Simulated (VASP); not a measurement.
Here is a VASP 6.6.1 calculation.

Contents of INCAR:

```
SYSTEM = Te2Mo
PREC = Accurate
ENCUT = 520
EDIFF = 1E-6
ISMEAR = 0
SIGMA = 0.1
LREAL = .False.
LASPH = .True.
NELM = 80
ALGO = Normal
ISIF = 2
LWAVE = .False.
LCHARG = .False.
GGA = PE
NBANDS = 35
```

Contents of KPOINTS:

```
Automatic mesh
0
Gamma
  3 3 3
  0 0 0
```

Contents of POSCAR:

```
Te2Mo
1.0
    4.5390411397      2.6206166239      2.6620349067
   -4.5390411397      2.6206166239      2.6620349067
    0.0000000000     -5.2412332477      2.6620349067
Te Mo
4 2
Direct
    0.0000000000      0.0000000000      0.5000000000
    0.5000000000      0.0000000000      0.0000000000
    0.0000000000      0.5000000000      0.0000000000
    0.5000000000      0.5000000000      0.5000000000
    0.8571058671      0.8571058671      0.8571058671
    0.1428941329      0.1428941329      0.1428941329
```

Potentials or basis: VASP PAW PBE potentials, release 64 (Te, Mo_sv).

Run with:

```sh
$ cat potpaw_PBE.64/Te/POTCAR potpaw_PBE.64/Mo_sv/POTCAR > POTCAR
$ mpirun -np 1 vasp_std > vasp.out
```

Question: What does it give for the pressure?

Answer: 0.1 GPa.

Question: What does it give for the largest force?

Answer: 0.125 eV/Å.

Question: Predict the band gap on the k mesh.

Answer: Zero (bands 26 and 27 overlap by 0.43 eV).

Forces in eV/Å, atoms in the order of the input:
```
Te   0.000  0.000  0.000
Te   0.000  0.000  0.000
Te   0.000  0.000  0.000
Te   0.000  0.000  0.000
Mo   0.000  0.000 -0.125
Mo   0.000  0.000  0.125
```

Caveat: the k points lie up to 0.37 Å⁻¹ apart; spin-orbit coupling is left out, which moves the levels of the heavy elements.
